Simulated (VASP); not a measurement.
Runs of VASP 6.6.1 on Re. The structure is that of space group Fm-3m (No. 225), or close to it. The cells are those of the table. This isn't the form of Re at room conditions, which is hcp.

| cell | gap on the mesh (eV) | pressure (GPa) |
| --- | --- | --- |
| a = 2.818, b = 2.793 Å, angles 60.3, 59.4, 60.3°, 1 atom | none | -24.2 |
| a = 2.814, b = 2.793 Å, angles 60.2, 59.5, 60.2°, 1 atom | none | (a) |
| a = 2.807, b = 2.793 Å, angles 60.2, 59.7, 60.2°, 1 atom | none | -22.0 |
| a = 2.821, b = 2.793 Å, angles 60.3, 59.3, 60.3°, 1 atom | none | -24.8 |
| a = 2.786, b = 2.793 Å, angles 59.9, 60.2, 59.9°, 1 atom | none | (b) |

Alike in all rows: task single point; level PBEsol; potentials or basis VASP PAW PBE potentials, release 64 (Re); no spin polarisation; k mesh 20 × 20 × 20; cutoff (eV) 520; smearing gaussian 0.15 eV.

Question: Estimate the missing entries.

Answer: (a) -23.4; (b) -17.4.

Caveats: the PAW data sets were made with another functional, which shifts forces and pressure a little; spin-orbit coupling is left out, which moves the levels of the heavy elements; the cell stands under tension (at least some runs); the stress differs along the axes, from -28 to -23 GPa (at least some runs).

A k mesh can miss the band edges, and the runs leave out spin-orbit coupling on Re.

A gap of «none» marks levels without a gap at the run's occupations.
